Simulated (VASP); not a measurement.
# MgTe4 (R-3m) in VASP: a series of runs, part 2 of 2

VASP 6.6.1. The steps go on from the part before.

### 4 Relaxation of cell and atoms, PBE

This run uses another cell than the first one, of 37.25 Å³/atom.

INCAR reads:

```
  ALGO = Normal
  EDIFF = 1E-6
  EDIFFG = -0.04
  ENCUT = 600
  GGA = PE
  IBRION = 2
  ISIF = 3
  ISMEAR = 0
  LASPH = True
  LCHARG = False
  LREAL = False
  LWAVE = False
  NELM = 100
  NSW = 90
  PREC = Accurate
  SIGMA = 0.1
```

KPOINTS reads:

```
k-points
0
Gamma
  3 3 3
```

POSCAR reads:

```
MgTe4
1.0
    3.2600366900      1.8821830600      5.0592275200
   -3.2600366900      1.8821830600      5.0592275200
    0.0000000000     -3.7643661200      5.0592275200
Mg Te
1 4
Direct
    0.5000000000      0.5000000000      0.5000000000
    0.5000000000      0.5000000000      0.0000000000
    0.0000000000      0.5000000000      0.5000000000
    0.5000000000      0.0000000000      0.5000000000
    0.0000000000      0.0000000000      0.0000000000
```

Potentials or basis: VASP PAW PBE potentials, release 64 (Mg, Te).

Command:

```bash
cat potpaw_PBE.64/Mg/POTCAR potpaw_PBE.64/Te/POTCAR > POTCAR
mpirun -np 1 vasp_std > vasp.out
```

OUTCAR:

```text
EDIFF = 1E-6
   EDIFFG = -0.04
   ENCUT = 600
   GGA = PE
   IBRION = 2
   ISIF = 3
   ISMEAR = 0
   LASPH = True
   LREAL = False
   NELM = 100
   NSW = 90
   PREC = Accurate

 ion  position               nearest neighbor table
   1  0.500  0.500  0.500-   2 3.15   2 3.15   4 3.15   3 3.15   4 3.15   3 3.15
   2  0.500  0.500  0.000-   1 3.15   1 3.15   3 3.26   4 3.26   4 3.26   3 3.26   5 3.26   5 3.26

   3  0.000  0.500  0.500-   1 3.15   1 3.15   5 3.26   5 3.26   2 3.26   2 3.26   4 3.26   4 3.26

   4  0.500  0.000  0.500-   1 3.15   1 3.15   5 3.26   2 3.26   2 3.26   5 3.26   3 3.26   3 3.26

   5  0.000  0.000  0.000-   3 3.26   4 3.26   3 3.26   4 3.26   2 3.26   2 3.26

  LATTYP: Found a trigonal (rhomboedric) cell.
 ALAT       =     6.3060475252
 COS(alpha) =     0.4654842675

  Lattice vectors:

 A1 = (   3.2600366900,   1.8821830600,   5.0592275200)
 A2 = (  -3.2600366900,   1.8821830600,   5.0592275200)
 A3 = (   0.0000000000,  -3.7643661200,   5.0592275200)

Analysis of symmetry for initial positions (statically):
=====================================================================
 Subroutine PRICEL returns:
 Original cell was already a primitive cell.

 Routine SETGRP: Setting up the symmetry group for a
 trigonal (rhombohedral) supercell.

 Subroutine GETGRP returns: Found 12 space group operations
 (whereof 12 operations were pure point group operations)
 out of a pool of 12 trial point group operations.

The static configuration has the point symmetry D_3d.

Analysis of symmetry for dynamics (positions and initial velocities):
=====================================================================
 Subroutine PRICEL returns:
 Original cell was already a primitive cell.

 Routine SETGRP: Setting up the symmetry group for a
 trigonal (rhombohedral) supercell.

 Subroutine GETGRP returns: Found 12 space group operations
 (whereof 12 operations were pure point group operations)
 out of a pool of 12 trial point group operations.

The dynamic configuration has the point symmetry D_3d.

 Subroutine INISYM returns: Found 12 space group operations
 (whereof 12 operations are pure point group operations),
 and found     1 'primitive' translations

----------------------------------------------------------------------------------------

                                     Primitive cell

  volume of cell :     186.2601

  direct lattice vectors                    reciprocal lattice vectors
     3.260036690  1.882183060  5.059227520     0.153372507  0.088549658  0.065886211
    -3.260036690  1.882183060  5.059227520    -0.153372507  0.088549658  0.065886211
     0.000000000 -3.764366120  5.059227520     0.000000000 -0.177099316  0.065886211

  length of vectors
     6.306047525  6.306047525  6.306047525     0.188958092  0.188958092  0.188958092

  position of ions in fractional coordinates (direct lattice)
     0.500000000  0.500000000  0.500000000
     0.500000000  0.500000000  0.000000000
     1.000000000  0.500000000  0.500000000
     0.500000000  1.000000000  0.500000000
     0.000000000  0.000000000  0.000000000

  ion indices of the primitive-cell ions
   primitive index   ion index
                 1           1
                 2           2
                 3           3
                 4           4
                 5           5

----------------------------------------------------------------------------------------

[... 32 lines left out ...]
   k-points           NKPTS =      6   k-points in BZ     NKDIM =      6   number of bands    NBANDS=     17
   number of dos      NEDOS =    301   number of ions     NIONS =      5
   total plane-waves  NPLWV = 125000
   dimension x,y,z NGX =    50 NGY =   50 NGZ =   50
   dimension x,y,z NGXF=   100 NGYF=  100 NGZF=  100
   ions per type =               1   4
   NGX,Y,Z   is equivalent  to a cutoff of  13.18, 13.18, 13.18 a.u.
   NGXF,Y,Z  is equivalent  to a cutoff of  26.36, 26.36, 26.36 a.u.
 SYSTEM =  unknown system
   PREC   = accura    normal or accurate (medium, high low for compatibility)
   ISTART =      0    job   : 0-new  1-cont  2-samecut
   ICHARG =      2    charge: 1-file 2-atom 10-const
   ISPIN  =      1    spin polarized calculation?
   LNONCOLLINEAR =      F non collinear calculations
   LSORBIT =      F    spin-orbit coupling
   LASPH  =      T    aspherical Exc in radial PAW
   ENCUT  =  600.0 eV  44.10 Ry    6.64 a.u.  12.59 12.59 12.59*2*pi/ulx,y,z
   NELM   =    100;   NELMIN=  2; NELMDL= -5     # of ELM steps
   EDIFF  = 0.1E-05   stopping-criterion for ELM
   LREAL  =      F    real-space projection
   EDIFFG = -.4E-01   stopping-criterion for IOM
   NSW    =     90    number of steps for IOM
   IBRION =      2    ionic relax: 0-MD 1-quasi-New 2-CG
   NFREE  =      1    steps in history (QN), initial steepest desc. (CG)
   ISIF   =      3    stress and relaxation
   ISYM   =      2    0-nonsym 1-usesym 2-fastsym
   POTIM  = 0.5000    time-step for ionic-motion
   TEBEG  =    0.0;   TEEND  =   0.0 temperature during run
   PSTRESS=    0.0 pullay stress
   NELECT =      26.0000    total number of electrons
   NUPDOWN=      -1.0000    fix difference up-down
   EMIN   =  10.00;   EMAX   =-10.00  energy-range for DOS
   EFERMI =   0.00;   METHOD = LEGACY
   ISMEAR =     0;   SIGMA  =   0.10  broadening in eV -4-tet -1-fermi 0-gaus
   EFERMI_NEDOS =   21; number of points for ismear=-14 and -15
   IALGO  =     38    algorithm
   IMIX   =      4    mixing-type and parameters
     AMIX     =   0.40;   BMIX     =  1.00
     AMIX_MAG =   1.60;   BMIX_MAG =  1.00
  volume/ion in A,a.u.               =      37.25       251.39
  Fermi-wavevector in a.u.,A,eV,Ry     =   0.849231  1.604815  9.812438  0.721194
  Thomas-Fermi vector in A             =   1.965020
   LORBIT       =      0    0 simple, 1 ext, 2 COOP (PROOUT), +10 PAW based schemes
   GGA     = PE    functional components
   LHFCALC =     F    Hartree Fock is set to
   AEXX    =    0.0000 exact exchange contribution
   IVDW    =     0    specifies the selected vdW correction
   LEPSILON=     F    determine dielectric tensor
   LRPA    =     F    only Hartree local field effects (RPA)
 conjugate gradient relaxation of ions
 non-spin polarized calculation
 Gauss-broadening in eV      SIGMA  =   0.10
  energy-cutoff  :      600.00
  volume of cell :      186.26
 maximum number of plane-waves:      6233
 NGX is ok and might be reduce to    50
   NGX = 25   NGY = 25   NGZ = 25

--------------------------------------- Ionic step        1  -------------------------------------------

 number of electron      25.9999999 magnetization

 Free energy of the ion-electron system (eV)
  ---------------------------------------------------
  ext. energy  EPLUGINS =         0.00000000
  ---------------------------------------------------
  free energy    TOTEN  =       -13.92841159 eV

  energy without entropy =      -13.90367164  energy(sigma->0) =      -13.91604162

------------------------ aborting loop because EDIFF is reached ----------------------------------------

  FORCE on cell =-STRESS in cart. coord.  units (eV):
  Direction    XX          YY          ZZ          XY          YZ          ZX
  --------------------------------------------------------------------------------------
  -------------------------------------------------------------------------------------
  Total       -0.2646496     -0.2646496     -5.1740894      0.0000000      0.0000000     -0.0000000
  in kB       -2.2764704     -2.2764704    -44.5066289      0.0000000      0.0000000     -0.0000000
  external PRESSURE =     -16.3531899 kB  Pullay stress =       0.0000000 kB
[... 104 lines left out ...]
--------------------------------------- Ionic step        4  -------------------------------------------

 number of electron      25.9999998 magnetization

 E-fermi :   5.9039     XC(G=0):  -9.0774

 val. band max:        5.8876416122   @ k =   0.0000   0.0000   0.0000
 cond. band min:       5.9725344925   @ k =  -0.3333   0.3333   0.0000
 fundamental gap:      0.0848928803
 Fermi energy:         5.9038849215

 k-point     1 :       0.0000    0.0000    0.0000
  band No.  band energies     occupation
      1      -7.8474      2.00000
      2      -4.6285      2.00000
      3      -4.6285      2.00000
      4      -4.2951      2.00000
      5      -0.5631      2.00000
      6       0.0523      2.00000
[... 225 lines left out ...]
--------------------------------------- Ionic step        7  -------------------------------------------

 number of electron      26.0000001 magnetization

 Free energy of the ion-electron system (eV)
  ---------------------------------------------------
  ext. energy  EPLUGINS =         0.00000000
  ---------------------------------------------------
  free energy    TOTEN  =       -14.27125116 eV

  energy without entropy =      -14.25150230  energy(sigma->0) =      -14.26137673

 E-fermi :   5.0272     XC(G=0):  -8.6413

 val. band max:        4.9958713445   @ k =  -0.3333   0.3333   0.0000
 cond. band min:       5.1007337736   @ k =  -0.3333   0.3333   0.0000
 fundamental gap:      0.1048624290
 Fermi energy:         5.0271515906

 k-point     1 :       0.0000    0.0000    0.0000
  band No.  band energies     occupation
      1      -8.3986      2.00000
      2      -5.4785      2.00000
      3      -5.4785      2.00000
      4      -5.1619      2.00000
      5      -1.1518      2.00000
      6      -0.5835      2.00000
[... 141 lines left out ...]
  FREE ENERGIE OF THE ION-ELECTRON SYSTEM (eV)
  ---------------------------------------------------
  free  energy   TOTEN  =       -14.2712511617 eV

  energy  without entropy=      -14.2515022973  energy(sigma->0) =      -14.26137673

 reached required accuracy - stopping structural energy minimisation
```

OSZICAR:

```text
N       E                     dE             d eps       ncg     rms          rms(c)
DAV:   1     0.127272734709E+03    0.12727E+03   -0.97936E+03   204   0.132E+03
DAV:   2    -0.277326925018E+01   -0.13005E+03   -0.12850E+03   269   0.178E+02
DAV:   3    -0.139245335040E+02   -0.11151E+02   -0.11034E+02   276   0.546E+01
[... 80 lines left out ...]
DAV:   2    -0.142745196021E+02    0.57859E-02   -0.14673E-02   230   0.697E-01    0.247E-01
DAV:   3    -0.142721741428E+02    0.23455E-02   -0.22936E-03   250   0.260E-01    0.138E-01
DAV:   4    -0.142712381548E+02    0.93599E-03   -0.22497E-03   230   0.240E-01    0.539E-02
DAV:   5    -0.142712513028E+02   -0.13148E-04   -0.17658E-04   243   0.697E-02    0.722E-02
DAV:   6    -0.142712511617E+02    0.14109E-06   -0.40638E-06   220   0.141E-02
   7 F= -.14271251E+02 E0= -.14261377E+02  d E =-.138047E-01
```

CONTCAR:

```text
MgTe4
   1.00000000000000
     3.2737814276356341    1.8901185879672266    4.4850784907560080
    -3.2737814276356341    1.8901185879672266    4.4850784907560080
    -0.0000000000000000   -3.7802371759344533    4.4850784907560080
  Mg              Te
     1     4
Direct
     0.5000000000000000    0.5000000000000000    0.5000000000000000
     0.5000000000000000    0.5000000000000000    0.0000000000000000
     0.0000000000000000    0.5000000000000000    0.5000000000000000
     0.5000000000000000    0.0000000000000000    0.5000000000000000
     0.0000000000000000    0.0000000000000000    0.0000000000000000

  0.00000000E+00  0.00000000E+00  0.00000000E+00
  0.00000000E+00  0.00000000E+00  0.00000000E+00
  0.00000000E+00  0.00000000E+00  0.00000000E+00
  0.00000000E+00  0.00000000E+00  0.00000000E+00
  0.00000000E+00  0.00000000E+00  0.00000000E+00
```

Wall time 6.3 min (1 thread of Intel Xeon 8259CL, shared host); peak memory 0.37 GiB.

Results:

```yaml
Free_energy: -14.2713 eV
Relaxed_volume: 33.30 Å³/atom
Relaxed_cell: a = 5.866 Å, b = 5.866 Å, c = 5.866 Å, α = 67.85°, β = 67.85°, γ = 67.85°
Space_group_after_relaxing_to_0.1_Å: R-3m (No. 166)
Energy_gained_by_relaxing: 68.6 meV/atom
Ionic_steps: 7
Pressure_after_relaxing: -0.1 GPa
Band_gap_on_the_k_mesh: zero (bands 13 and 14 overlap by 0.64 eV)
```

The path:
```csv
step,energy change (eV),largest force (eV/Å),pressure (GPa),volume (Å³)
1,0.0000,0.0000,-1.64,186.26
2,-0.2196,0.0000,-0.76,176.06
3,-0.3169,0.0000,0.26,167.79
4,-0.1747,0.0000,3.51,151.45
5,-0.3290,0.0000,0.80,164.35
6,-0.3380,0.0000,-0.55,167.84
7,-0.3428,0.0000,-0.06,166.52
```

Final structure:
```xyz
5
Lattice="3.2738 1.8901 4.4851 -3.2738 1.8901 4.4851 0.0000 -3.7802 4.4851" Properties=species:S:1:pos:R:3 pbc="T T T"
Mg    0.0000    0.0000    6.7276
Te    0.0000    1.8901    4.4851
Te   -1.6369   -0.9451    4.4851
Te    1.6369   -0.9451    4.4851
Te    0.0000    0.0000    0.0000
```

Levels at points of the mesh, in eV from the Fermi level:
```tsv
k point	band 9	band 10	band 11	band 12	band 13	band 14	band 15	band 16	band 17
(0.00, 0.00, 0.00)	-2.29	-2.29	-1.09	-0.44	0.51	0.51	0.57	2.77	3.14
```

Caveat: the k points lie up to 0.40 Å⁻¹ apart in the final cell, too coarse for converged energies and pressures of a metal; semilocal functionals underestimate gaps, so a narrow gap can read as zero; spin-orbit coupling is left out, which moves the levels of the heavy elements.

### 5 Summary

```tsv
task	cell	cutoff (eV)	gap on the mesh (eV)	pressure (GPa)
single point	a = 5.849 Å, angles 68.2°, 5 atoms	520	none	-0.1
single point	a = 6.306 Å, angles 62.3°, 5 atoms	520	none	-1.6
relaxation of cell and atoms	relaxed from a = 6.306 Å, angles 62.3°, 5 atoms	600	none	-0.1
```

Alike in all rows: level PBE; potentials or basis VASP PAW PBE potentials, release 64 (Mg, Te); no spin polarisation; k mesh 3 × 3 × 3; smearing gaussian 0.1 eV.

Caveats: all runs use coarse meshes; semilocal functionals underestimate gaps, so a narrow gap can read as zero; spin-orbit coupling is left out, which moves the levels of the heavy elements.

Absolute energies hang on the potentials; compare differences alone.
